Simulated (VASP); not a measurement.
A run of VASP 6.6.1:

The input INCAR:

```
SYSTEM = WS2
PREC = Accurate
ENCUT = 520
EDIFF = 1E-6
ISMEAR = 0
SIGMA = 0.05
LREAL = .False.
LASPH = .True.
NELM = 60
ALGO = Normal
ISIF = 2
LWAVE = .False.
LCHARG = .False.
GGA = PE
IVDW = 12
NBANDS = 20
```

The input KPOINTS:

```
Automatic mesh
0
Gamma
  12 12 12
  0 0 0
```

Contents of POSCAR:

```
WS2
1.0
    1.5000503651      0.8660544821      6.4714965000
   -1.5000503651      0.8660544821      6.4714965000
    0.0000000000     -1.7321089641      6.4714965000
W S
1 2
Direct
    0.0000000000      0.0000000000      0.0000000000
    0.7503000000      0.7503000000      0.7503000000
    0.5810000000      0.5810000000      0.5810000000
```

Potentials or basis: VASP PAW PBE potentials, release 64 (W_sv, S).

Run with:

```bash
$ cat potpaw_PBE.64/W_sv/POTCAR potpaw_PBE.64/S/POTCAR > POTCAR
$ mpirun -np 1 vasp_std > vasp.out
```

Hardware: 1 thread of Intel(R) Xeon(R) Platinum 8559C (Emerald Rapids), on a shared host.

Q: Estimate the wall time of this run.

A: It took 5 min on 1 thread of Intel(R) Xeon(R) Platinum 8559C (Emerald Rapids) (shared host), peak memory 0.46 GiB. Counts: scf iterations 14, k points 189.
